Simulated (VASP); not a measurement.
Runs of VASP 6.6.1 on Cs. The structure is that of space group P6/mmm (No. 191), or close to it. The cells are those of the table. This isn't the form of Cs at room conditions, which is bcc.

| task | cell | gap on the mesh (eV) | pressure (GPa) | relaxed volume (Å³/atom) |
| --- | --- | --- | --- | --- |
| relaxation of cell and atoms | relaxed from a = 5.300, b = 5.300, c = 4.982 Å, angles 90.0, 90.0, 120.0°, 1 atom | none | 0.0 | 122.48 |
| relaxation of shape and atoms at fixed volume | relaxed from a = 4.470, b = 4.470, c = 4.202 Å, angles 90.0, 90.0, 120.0°, 1 atom | none | 1.8 | - |
| relaxation of shape and atoms at fixed volume | relaxed from a = 3.905, b = 3.905, c = 3.671 Å, angles 90.0, 90.0, 120.0°, 1 atom | none | 4.3 | - |
| relaxation of shape and atoms at fixed volume | relaxed from a = 4.920, b = 4.920, c = 4.625 Å, angles 90.0, 90.0, 120.0°, 1 atom | none | 0.6 | - |
| relaxation of shape and atoms at fixed volume | relaxed from a = 4.706, b = 4.706, c = 4.424 Å, angles 90.0, 90.0, 120.0°, 1 atom | none | 1.1 | - |
| relaxation of shape and atoms at fixed volume | relaxed from a = 4.207, b = 4.207, c = 3.954 Å, angles 90.0, 90.0, 120.0°, 1 atom | none | 2.8 | - |
| relaxation of shape and atoms at fixed volume | relaxed from a = 5.117, b = 5.117, c = 4.810 Å, angles 90.0, 90.0, 120.0°, 1 atom | none | 0.2 | (a) |

Alike in all rows: level PBE; potentials or basis VASP PAW PBE potentials, release 64 (Cs_sv); no spin polarisation; k mesh 8 × 8 × 8; smearing fermi-dirac 0.08 eV.

Question: Fill in the values left out.

Answer: (a) 109.09.

Caveats: spin-orbit coupling is left out, which moves the levels of the heavy elements.

A k mesh can miss the band edges, and the runs leave out spin-orbit coupling on Cs.

A gap of «none» marks levels without a gap at the run's occupations.
